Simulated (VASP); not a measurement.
A run of VASP 6.6.1 is set up as follows.

Contents of INCAR:

```
SYSTEM = GaGeTe
PREC = Accurate
ENCUT = 520
EDIFF = 1E-7
ISMEAR = 0
SIGMA = 0.01
LREAL = .False.
LASPH = .True.
NELM = 80
ALGO = Normal
ISIF = 2
LWAVE = .False.
LCHARG = .True.
LVHAR = .True.
NBANDS = 42
KPAR = 4
```

KPOINTS

```
Automatic mesh
0
Gamma
  12 12 12
  0 0 0
```

POSCAR

```
GaGeTe
1.0
    2.0060862210      1.1582144197     11.4097162337
   -2.0060862210      1.1582144197     11.4097162337
    0.0000000000     -2.3164288394     11.4097162337
Ga Ge Te
2 2 2
Direct
    0.2514651819      0.2514651819      0.2514651819
    0.7485348181      0.7485348181      0.7485348181
    0.3217576187      0.3217576187      0.3217576187
    0.6782423813      0.6782423813      0.6782423813
    0.1186094063      0.1186094063      0.1186094063
    0.8813905937      0.8813905937      0.8813905937
```

Potentials or basis: VASP PAW LDA potentials, release 64 (Ga_d, Ge_d, Te).

Launch:

```console
$ cat potpaw_LDA.64/Ga_d/POTCAR potpaw_LDA.64/Ge_d/POTCAR potpaw_LDA.64/Te/POTCAR > POTCAR
$ mpirun -np 4 vasp_std > vasp.out
```

Q: Estimate the largest force.

A: 0.035 eV/Å.

Q: Estimate the pressure.

A: 0.1 GPa.

Q: Estimate the band gap on the k mesh.

A: 0.02 eV (least direct gap 0.08 eV).

Forces in eV/Å, atoms in the order of the input:
```
Ga   0.000  0.000  0.016
Ga   0.000  0.000 -0.016
Ge   0.000  0.000  0.001
Ge   0.000  0.000 -0.001
Te   0.000  0.000  0.035
Te   0.000  0.000 -0.035
```

Caveat: spin-orbit coupling is left out, which moves the levels of the heavy elements. A k mesh can miss the band edges.
